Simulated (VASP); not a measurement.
Na2SrO2, 5 atoms in the cell. It takes space group P-3m1 (No. 164, trigonal). The conventional cell has a = 3.600 Å, b = 3.600 Å, c = 6.451 Å, α = 90.00°, β = 90.00°, γ = 120.00°. Na (site symmetry 3m) has 4 O at 2.30 to 2.88 Å and 3 Sr at 2.44 Å within 3.0 Å. Within 3.2 Å of Sr (site symmetry -3m) lie 6 Na at 2.44 Å and 6 O at 3.09 Å. Within 3.1 Å of O (site symmetry 3m) lie 4 Na at 2.30 to 2.88 Å and 3 O at 2.81 Å and 3 Sr at 3.09 Å. The cell was built from a structure type or drawn by symmetry, and may not be a known phase.

```yaml
Program: VASP 6.6.1
Task: single point
Functional: PBE
Potentials_or_basis: VASP PAW PBE potentials, release 64 (Na_pv, Sr_sv, O)
Cutoff: 520 eV
k_mesh: 6 × 6 × 4
Occupations: gaussian, width 0.1 eV
Spin: no spin polarisation
Dipole_correction: no
Further_INCAR_settings: ALGO = Normal; EDIFF = 1e-06; NBANDS = 26
```

Potentials or basis: VASP PAW PBE potentials, release 64 (Na_pv, Sr_sv, O).

The run is started by

```console
$ cat potpaw_PBE.64/Na_pv/POTCAR potpaw_PBE.64/Sr_sv/POTCAR potpaw_PBE.64/O/POTCAR > POTCAR
$ mpirun -np 1 vasp_std > vasp.out
```

Hardware: 1 thread of Intel(R) Xeon(R) Platinum 8375C CPU @ 2.90GHz (Ice Lake), on a shared host.

Estimate the wall time of this run.

Wall time 46 s on 1 thread of Intel(R) Xeon(R) Platinum 8375C CPU @ 2.90GHz (Ice Lake) (shared host), peak memory 0.2 GiB. Counts: scf iterations 17, k points 24.
